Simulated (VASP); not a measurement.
# BP (I-4m2) in VASP: a series of runs

BP is run at these levels: r2SCAN; tasks: single point.

All numbers are computed with VASP 6.6.1; they aren't measurements. Logs are shortened: lines on timing, memory, paths and dates and some standing lists are left out, and cuts for length are marked.

## 1. The cell of the first run

It takes space group I-4m2 (No. 119, tetragonal). Conventional cell: a = 3.450 Å, b = 3.450 Å, c = 4.538 Å, α = 90.00°, β = 90.00°, γ = 90.00°. B (site symmetry -4m2) has 4 P at 2.06 Å within 2.7 Å. P (site symmetry -4m2) has 4 B at 2.06 Å within 2.7 Å.

## 2. Single point, r2SCAN (strain +0.0750 x Voigt [1, 1, 0, 0, 0, 0])

The input, POSCAR:

```
BP
1.0
    0.0000000000      2.4391750000      2.2690000000
    2.4391750000      0.0000000000      2.2690000000
    2.4391750000      2.4391750000      0.0000000000
B P
1 1
Direct
    0.0000000000      0.0000000000      0.0000000000
    0.7500000000      0.7500000000      0.7500000000
```

The input, INCAR.step1:

```
SYSTEM = BP
ALGO = Normal ; EDIFF = 1E-4
ENCUT = 520 ; GGA = PE
ISMEAR = 0 ; LASPH = .TRUE.
LCHARG = .FALSE. ; LREAL = .FALSE.
LWAVE = .TRUE. ; NBANDS = 11
NELM = 100 ; PREC = Accurate
SIGMA = 0.05
```

The input, INCAR.step2:

```
SYSTEM = BP
ALGO = Normal ; EDIFF = 1E-6
ENCUT = 520 ; ISIF = 2
ISMEAR = 0 ; ISTART = 1
LASPH = .TRUE. ; LCHARG = .TRUE.
LELF = .TRUE. ; LMIXTAU = .TRUE.
LREAL = .FALSE. ; LVHAR = .TRUE.
LWAVE = .FALSE. ; METAGGA = R2SCAN
NBANDS = 11 ; NELM = 100
PREC = Accurate ; SIGMA = 0.05
```

The input, KPOINTS:

```
k-points
0
G
  10 10 10
  0 0 0
```

Potentials or basis: VASP PAW PBE potentials, release 64 (B, P).

Run with:

```bash
cat potpaw_PBE.64/B/POTCAR potpaw_PBE.64/P/POTCAR > POTCAR
cp INCAR.step1 INCAR
mpirun -np 1 vasp_std > vasp.out
cp INCAR.step2 INCAR
mpirun -np 1 vasp_std > vasp.out
```

OUTCAR:

```text
SYSTEM = BP
   EDIFF = 1E-6
   ENCUT = 520
   ISIF = 2
   ISMEAR = 0
   ISTART = 1
   LASPH = .TRUE.
   LREAL = .FALSE.
   METAGGA = R2SCAN
   NELM = 100
   PREC = Accurate

 ion  position               nearest neighbor table
   1  0.000  0.000  0.000-   2 2.06   2 2.06   2 2.06   2 2.06
   2  0.750  0.750  0.750-   1 2.06   1 2.06   1 2.06   1 2.06

  LATTYP: Found a body centered tetragonal cell.
 ALAT       =     3.4495143660
 C/A-ratio  =     1.3155474999

  Lattice vectors:

 A1 = (   0.0000000000,  -2.4391750000,  -2.2690000000)
 A2 = (   0.0000000000,   2.4391750000,  -2.2690000000)
 A3 = (   2.4391750000,   0.0000000000,   2.2690000000)

Analysis of symmetry for initial positions (statically):
=====================================================================
 Subroutine PRICEL returns:
 Original cell was already a primitive cell.

 Routine SETGRP: Setting up the symmetry group for a
 body centered tetragonal supercell.

 Subroutine GETGRP returns: Found  8 space group operations
 (whereof  8 operations were pure point group operations)
 out of a pool of 16 trial point group operations.

The static configuration has the point symmetry D_2d.

Analysis of symmetry for dynamics (positions and initial velocities):
=====================================================================
 Subroutine PRICEL returns:
 Original cell was already a primitive cell.

 Routine SETGRP: Setting up the symmetry group for a
 body centered tetragonal supercell.

 Subroutine GETGRP returns: Found  8 space group operations
 (whereof  8 operations were pure point group operations)
 out of a pool of 16 trial point group operations.

The dynamic configuration has the point symmetry D_2d.

 Subroutine INISYM returns: Found  8 space group operations
 (whereof  8 operations are pure point group operations),
 and found     1 'primitive' translations

----------------------------------------------------------------------------------------

                                     Primitive cell

  volume of cell :      26.9992

  direct lattice vectors                    reciprocal lattice vectors
     0.000000000  2.439175000  2.269000000    -0.204987342  0.204987342  0.220361393
     2.439175000  0.000000000  2.269000000     0.204987342 -0.204987342  0.220361393
     2.439175000  2.439175000  0.000000000     0.204987342  0.204987342 -0.220361393

  length of vectors
     3.331356433  3.331356433  3.449514366     0.364141132  0.364141132  0.364141132

  position of ions in fractional coordinates (direct lattice)
     0.000000000  0.000000000  0.000000000
     0.750000000  0.750000000  0.750000000

  ion indices of the primitive-cell ions
   primitive index   ion index
                 1           1
                 2           2

----------------------------------------------------------------------------------------

 KPOINTS: k-points

Automatic generation of k-mesh.
 Grid dimensions read from file:
 generate k-points for:   10   10   10

 Generating k-lattice:

  Cartesian coordinates                     Fractional coordinates (reciprocal lattice)
    -0.020498734  0.020498734  0.022036139     0.100000000  0.000000000  0.000000000
     0.020498734 -0.020498734  0.022036139     0.000000000  0.100000000  0.000000000
     0.020498734  0.020498734 -0.022036139     0.000000000  0.000000000  0.100000000

  Length of vectors
     0.036414113  0.036414113  0.036414113

  Shift w.r.t. Gamma in fractional coordinates (k-lattice)
     0.000000000  0.000000000  0.000000000

 Subroutine IBZKPT returns following result:
 ===========================================

 Found    102 irreducible k-points:

 Following reciprocal coordinates:
            Coordinates               Weight
  0.000000  0.000000  0.000000      1.000000
  0.100000 -0.000000  0.000000      8.000000
  0.200000 -0.000000  0.000000      8.000000
  0.300000  0.000000  0.000000      8.000000
  0.400000 -0.000000  0.000000      8.000000
  0.500000 -0.000000  0.000000      4.000000
[... 16 lines left out ...]
  0.300000  0.300000  0.000000      2.000000
  0.400000  0.300000  0.000000      8.000000
 [... further k-points ...]
   k-points           NKPTS =    102   k-points in BZ     NKDIM =    102   number of bands    NBANDS=     11
   number of dos      NEDOS =    301   number of ions     NIONS =      2
   total plane-waves  NPLWV =  21952
   dimension x,y,z NGX =    28 NGY =   28 NGZ =   28
   dimension x,y,z NGXF=    56 NGYF=   56 NGZF=   56
   ions per type =               1   1
   NGX,Y,Z   is equivalent  to a cutoff of  13.97, 13.97, 13.49 a.u.
   NGXF,Y,Z  is equivalent  to a cutoff of  27.95, 27.95, 26.99 a.u.
 SYSTEM =  BP
   PREC   = accura    normal or accurate (medium, high low for compatibility)
   ISTART =      1    job   : 0-new  1-cont  2-samecut
   ICHARG =      0    charge: 1-file 2-atom 10-const
   ISPIN  =      1    spin polarized calculation?
   LNONCOLLINEAR =      F non collinear calculations
   LSORBIT =      F    spin-orbit coupling
   LASPH  =      T    aspherical Exc in radial PAW
   ENCUT  =  520.0 eV  38.22 Ry    6.18 a.u.   6.19  6.19  6.41*2*pi/ulx,y,z
   NELM   =    100;   NELMIN=  2; NELMDL=  0     # of ELM steps
   EDIFF  = 0.1E-05   stopping-criterion for ELM
   LREAL  =      F    real-space projection
   EDIFFG = 0.1E-04   stopping-criterion for IOM
   NSW    =      0    number of steps for IOM
   IBRION =     -1    ionic relax: 0-MD 1-quasi-New 2-CG
   NFREE  =      0    steps in history (QN), initial steepest desc. (CG)
   ISIF   =      2    stress and relaxation
   ISYM   =      2    0-nonsym 1-usesym 2-fastsym
   POTIM  = 0.5000    time-step for ionic-motion
   TEBEG  =    0.0;   TEEND  =   0.0 temperature during run
   PSTRESS=    0.0 pullay stress
   NELECT =       8.0000    total number of electrons
   NUPDOWN=      -1.0000    fix difference up-down
   EMIN   =  10.00;   EMAX   =-10.00  energy-range for DOS
   EFERMI =   0.00;   METHOD = LEGACY
   ISMEAR =     0;   SIGMA  =   0.05  broadening in eV -4-tet -1-fermi 0-gaus
   EFERMI_NEDOS =   21; number of points for ismear=-14 and -15
   IALGO  =     38    algorithm
   IMIX   =      4    mixing-type and parameters
     AMIX     =   0.40;   BMIX     =  1.00
     AMIX_MAG =   1.60;   BMIX_MAG =  1.00
  volume/ion in A,a.u.               =      13.50        91.10
  Fermi-wavevector in a.u.,A,eV,Ry     =   1.091410  2.062466 16.206938  1.191176
  Thomas-Fermi vector in A             =   2.227655
   LORBIT       =      0    0 simple, 1 ext, 2 COOP (PROOUT), +10 PAW based schemes
   METAGGA = R2SCAN    functional components
   LHFCALC =     F    Hartree Fock is set to
   AEXX    =    0.0000 exact exchange contribution
   IVDW    =     0    specifies the selected vdW correction
   LEPSILON=     F    determine dielectric tensor
   LRPA    =     F    only Hartree local field effects (RPA)
 non-spin polarized calculation
 Gauss-broadening in eV      SIGMA  =   0.05
  energy-cutoff  :      520.00
  volume of cell :       27.00
 maximum number of plane-waves:       752
 NGX is ok and might be reduce to    28
   NGX = 13   NGY = 13   NGZ = 13

 number of electron       8.0000000 magnetization

 Free energy of the ion-electron system (eV)
  ---------------------------------------------------
  ext. energy  EPLUGINS =         0.00000000
  ---------------------------------------------------
  free energy    TOTEN  =       -16.99478662 eV

  energy without entropy =      -16.99478662  energy(sigma->0) =      -16.99478662

 E-fermi :   6.4152     XC(G=0): -10.8626

 val. band max:        6.1834149977   @ k =   0.0000   0.0000   0.0000
 cond. band min:       6.7739404606   @ k =   0.4000   0.4000   0.0000
 fundamental gap:      0.5905254629
 Fermi energy:         6.4152299900

 k-point     1 :       0.0000    0.0000    0.0000
  band No.  band energies     occupation
      1      -9.2260      2.00000
      2       5.5424      2.00000
      3       5.5424      2.00000
      4       6.1834      2.00000
      5       8.9400      0.00000
      6       9.3984      0.00000
      7       9.3984      0.00000
      8      11.4839      0.00000
      9      17.1600      0.00000
     10      17.1642      0.00000
     11      18.7273      0.00000

 k-point     2 :       0.1000   -0.0000    0.0000
  band No.  band energies     occupation
      1      -9.0579      2.00000
      2       4.4429      2.00000
      3       5.2522      2.00000
      4       5.7649      2.00000
      5       9.2135      0.00000
      6       9.7527      0.00000
      7       9.7999      0.00000
      8      12.1956      0.00000
      9      16.7251      0.00000
     10      17.6465      0.00000
     11      17.9962      0.00000

 k-point     3 :       0.2000   -0.0000    0.0000
  band No.  band energies     occupation
      1      -8.5622      2.00000
      2       2.2324      2.00000
      3       4.6750      2.00000
      4       5.2563      2.00000
      5       9.2819      0.00000
      6      10.3446      0.00000
      7      10.4236      0.00000
      8      13.8321      0.00000
      9      16.4948      0.00000
     10      17.1284      0.00000
     11      18.6899      0.00000

 k-point     4 :       0.3000    0.0000    0.0000
  band No.  band energies     occupation
      1      -7.7750      2.00000
      2       0.0091      2.00000
      3       4.1475      2.00000
      4       4.8370      2.00000
      5       9.0392      0.00000
      6      10.5636      0.00000
      7      11.0056      0.00000
      8      15.3401      0.00000
      9      17.2476      0.00000
     10      17.3674      0.00000
     11      18.9262      0.00000
[... 239 lines left out ...]
 k-point    22 :      -0.2000    0.2000    0.0000
  band No.  band energies     occupation
      1      -7.5727      2.00000
      2       0.7256      2.00000
      3       2.3029      2.00000
      4       4.1531      2.00000
      5       9.6147      0.00000
      6      11.1788      0.00000
      7      12.4477      0.00000
      8      13.8545      0.00000
      9      15.4231      0.00000
     10      18.5861      0.00000
     11      20.2897      0.00000

 k-point    23 :       0.3000    0.3000    0.0000
  band No.  band energies     occupation
      1      -7.0875      2.00000
      2       1.2352      2.00000
      3       2.4219      2.00000
      4       2.4219      2.00000
      5       7.0225      0.00000
      6       9.8832      0.00000
      7      14.3652      0.00000
      8      14.3652      0.00000
      9      18.4092      0.00000
     10      19.5983      0.00000
     11      22.2039      0.00000

 k-point    24 :       0.4000    0.3000    0.0000
  band No.  band energies     occupation
      1      -6.2890      2.00000
      2      -0.1614      2.00000
      3       1.8931      2.00000
      4       2.1093      2.00000
      5       7.2911      0.00000
      6       9.3520      0.00000
      7      14.9125      0.00000
      8      14.9218      0.00000
      9      19.5024      0.00000
     10      20.7002      0.00000
     11      22.3858      0.00000

 [... further k-points ...]
[... 5 lines left out ...]
  --------------------------------------------------------------------------------------
  -------------------------------------------------------------------------------------
  Total       -4.1288476     -4.1288476     -1.3599895      0.0000000      0.0000000     -0.0000000
  in kB     -245.0129401   -245.0129401    -80.7041230      0.0000000      0.0000000     -0.0000000
  external PRESSURE =    -190.2433344 kB  Pullay stress =       0.0000000 kB

 VOLUME and BASIS-vectors are now :
 -----------------------------------------------------------------------------
  energy-cutoff  :      520.00
  volume of cell :       27.00
      direct lattice vectors                 reciprocal lattice vectors
     0.000000000  2.439175000  2.269000000    -0.204987342  0.204987342  0.220361393
     2.439175000  0.000000000  2.269000000     0.204987342 -0.204987342  0.220361393
     2.439175000  2.439175000  0.000000000     0.204987342  0.204987342 -0.220361393

 POSITION                                       TOTAL-FORCE (eV/Angst)
 -----------------------------------------------------------------------------------
      0.00000      0.00000      0.00000        -0.000000      0.000000      0.000000
      3.65876      3.65876      3.40350         0.000000     -0.000000     -0.000000
 -----------------------------------------------------------------------------------
    total drift:                               -0.000000     -0.000000     -0.000000

  FREE ENERGIE OF THE ION-ELECTRON SYSTEM (eV)
  ---------------------------------------------------
  free  energy   TOTEN  =       -16.9947866210 eV

  energy  without entropy=      -16.9947866210  energy(sigma->0) =      -16.99478662
```

Run time: 64 s. Hardware: 1 thread of Intel Xeon 6975P-C (Granite Rapids), shared host; peak memory 0.16 GiB.

Results:

```yaml
Free_energy: -16.9948 eV
Pressure: -19.0 GPa
Band_gap_on_the_k_mesh: 0.59 eV, indirect (least direct gap 2.76 eV)
```

Stress tensor (GPa, compression positive):
```
-24.50   0.00   0.00
  0.00 -24.50   0.00
  0.00   0.00  -8.07
```

Levels at points of the mesh, in eV from the valence-band top:
```tsv
k point	band 1	band 2	band 3	band 4	band 5	band 6	band 7	band 8
(0.00, 0.00, 0.00)	-15.41	-0.64	-0.64	0.00	2.76	3.22	3.22	5.30
(0.50, 0.00, 0.00)	-12.45	-8.91	-2.50	-1.70	2.56	4.22	5.08	9.97
(0.50, 0.50, 0.00)	-10.63	-8.41	-4.67	-4.67	0.84	1.02	11.24	11.24
(0.50, 0.00, 0.50)	-11.21	-8.99	-4.04	-3.92	1.65	1.93	10.53	11.53
```

Caveat: the cell differs from its parent crystal (strain +0.0750 x Voigt [1, 1, 0, 0, 0, 0]); the PAW data sets were made with another functional, which shifts forces and pressure a little.

## 3. Single point, r2SCAN (strain +0.1125 x Voigt [1, 1, 0, 0, 0, 0])

The input, POSCAR:

```
BP
1.0
    0.0000000000      2.5242625000      2.2690000000
    2.5242625000      0.0000000000      2.2690000000
    2.5242625000      2.5242625000      0.0000000000
B P
1 1
Direct
    0.0000000000      0.0000000000      0.0000000000
    0.7500000000      0.7500000000      0.7500000000
```

The input, INCAR.step1:

```
SYSTEM = BP
ALGO = Normal
EDIFF = 1E-4
ENCUT = 520
GGA = PE
ISMEAR = 0
LASPH = .True.
LCHARG = .False.
LREAL = .False.
LWAVE = .True.
NBANDS = 11
NELM = 80
PREC = Accurate
SIGMA = 0.05
```

The input, INCAR.step2:

```
SYSTEM = BP
ALGO = Normal
EDIFF = 1E-7
ENCUT = 520
ISIF = 2
ISMEAR = 0
ISTART = 1
LASPH = .True.
LCHARG = .False.
LMIXTAU = .True.
LREAL = .False.
LWAVE = .False.
METAGGA = R2SCAN
NBANDS = 11
NELM = 80
PREC = Accurate
SIGMA = 0.05
```

The input, KPOINTS:

```
k-points
0
Gamma
  10 10 10
  0 0 0
```

Potentials or basis: VASP PAW PBE potentials, release 64 (B, P).

Run with:

```bash
cat potpaw_PBE.64/B/POTCAR potpaw_PBE.64/P/POTCAR > POTCAR
cp INCAR.step1 INCAR
mpirun -np 1 vasp_std > vasp.out
cp INCAR.step2 INCAR
mpirun -np 1 vasp_std > vasp.out
```

It took 72 s on 1 thread of Intel Xeon 6975P-C (Granite Rapids), shared host; peak memory 0.17 GiB.

The run converged. Its results:

* Free energy: -16.6588 eV
* Pressure: -24.2 GPa
* Band gap on the k mesh: 0.27 eV, indirect (least direct gap 2.43 eV)

Stress tensor (GPa, compression positive):
```
-31.33   0.00   0.00
  0.00 -31.33   0.00
  0.00   0.00  -9.94
```

Levels at points of the mesh, in eV from the valence-band top:
```tsv
k point	band 1	band 2	band 3	band 4	band 5	band 6	band 7	band 8
(0.00, 0.00, 0.00)	-15.00	-0.87	-0.87	0.00	2.43	3.10	3.10	4.12
(0.50, 0.00, 0.00)	-12.26	-8.61	-2.69	-1.62	1.87	3.94	5.08	9.54
(0.50, 0.50, 0.00)	-10.44	-8.07	-4.73	-4.73	0.57	0.73	10.47	10.47
(0.50, 0.00, 0.50)	-11.19	-8.87	-3.86	-3.70	1.73	1.97	9.47	10.58
```

Caveat: the cell differs from its parent crystal (strain +0.1125 x Voigt [1, 1, 0, 0, 0, 0]); the PAW data sets were made with another functional, which shifts forces and pressure a little. A k mesh can miss the band edges.

(Part 1 of 2 ends here.)
